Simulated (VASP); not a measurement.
Input of a VASP 6.6.1 run:

The input INCAR:

```
SYSTEM = GdN
PREC = Accurate ; ENCUT = 520
EDIFF = 1E-6 ; ISMEAR = 0
SIGMA = 0.05 ; LREAL = .FALSE.
LASPH = .TRUE. ; NELM = 150
ALGO = Normal ; ISIF = 2
LWAVE = .FALSE. ; LCHARG = .TRUE.
ISPIN = 2 ; MAGMOM = 7.51 0
LORBIT = 11 ; LMAXMIX = 6
GGA = PS ; LELF = .TRUE.
LVHAR = .TRUE. ; NBANDS = 22
```

KPOINTS

```
Automatic mesh
0
G
  10 10 10
  0 0 0
```

File POSCAR:

```
GdN
1.0
    3.3043308607      0.0000000000      0.0000000000
   -1.6521654304      2.8616344678      0.0000000000
    0.0000000000      0.0000000000      3.0143745278
Gd N
1 1
Direct
    0.0000000000      0.0000000000      0.0000000000
    0.6666666667      0.3333333333      0.5000000000
```

Potentials or basis: VASP PAW PBE potentials, release 64 (Gd, N).

Command:

```bash
$ cat potpaw_PBE.64/Gd/POTCAR potpaw_PBE.64/N/POTCAR > POTCAR
$ mpirun -np 1 vasp_std > vasp.out
```

Question: What does it give for the pressure?

Answer: 6.6 GPa.

Question: Predict the net moment.

Answer: 7.00 μB per cell.

Question: Predict the site moments.

Answer: Gd +6.79; N -0.05 μB.

Question: Estimate the band gap on the k mesh.

Answer: Zero (filled and empty bands overlap).

Stress tensor (GPa, compression positive):
```
6.54 0.00 0.00
0.00 6.54 0.00
0.00 0.00 6.73
```

Caveat: the cell stands under pressure; the PAW data sets were made with another functional, which shifts forces and pressure a little; spin-orbit coupling is left out, which moves the levels of the heavy elements; a cell with one magnetic atom can't hold antiferromagnetic order, which such compounds often take; semilocal functionals describe open f shells poorly, which spoils levels, moments and volumes. The state reached can hang on the start; a lower one may exist.
